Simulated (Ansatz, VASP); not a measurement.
Two plane-wave programs on TaN

```
CELL_PARAMETERS angstrom
0.00000 -2.20811 -2.20811
0.00000 2.20811 -2.20811
4.41622 0.00000 0.00000
ATOMIC_POSITIONS crystal
Ta 0.53640 0.46360 0.99317
Ta 0.96360 0.03640 0.50683
N 0.45942 0.54058 0.48456
N 0.04058 0.95942 0.01544
```

Change from the starting cell: mode 1 frozen in at -0.068 Å and mode 2 at -0.179 Å (largest displacements).

Alike in both runs: task single point; functional PBE; k mesh 14 × 14 × 10; occupations gaussian, width 0.15 eV; no spin polarisation.

|  | VASP | Ansatz |
| --- | --- | --- |
| version | VASP 6.6.1 | Ansatz 0.2.0 |
| potentials or method | VASP PAW PBE potentials, release 64 (Ta_pv, N), cutoff 520 eV | scalar-relativistic, plane waves, PAW |
| valence electrons in the cell | 32 | 36 |

```tsv
	VASP	Ansatz	Ansatz less VASP
gap on the k mesh at the Fermi level (eV)	none	none	-
pressure (GPa)	1.3	0.4	-0.96
traceless stress, the component that is largest in VASP (GPa)	7.98	7.88	-0.098
rms of the force components (eV/Å)	0.393	0.392	-0.0008
```

Atom by atom the forces differ by 0.010 eV/Å (rms over components). A gap of «none» marks a metal or a gap that the smearing closes. VASP's potentials hold 32 valence electrons a cell and Ansatz's 36, so a difference there can come from the potentials and not from the codes.

Neither program's run includes spin-orbit coupling.
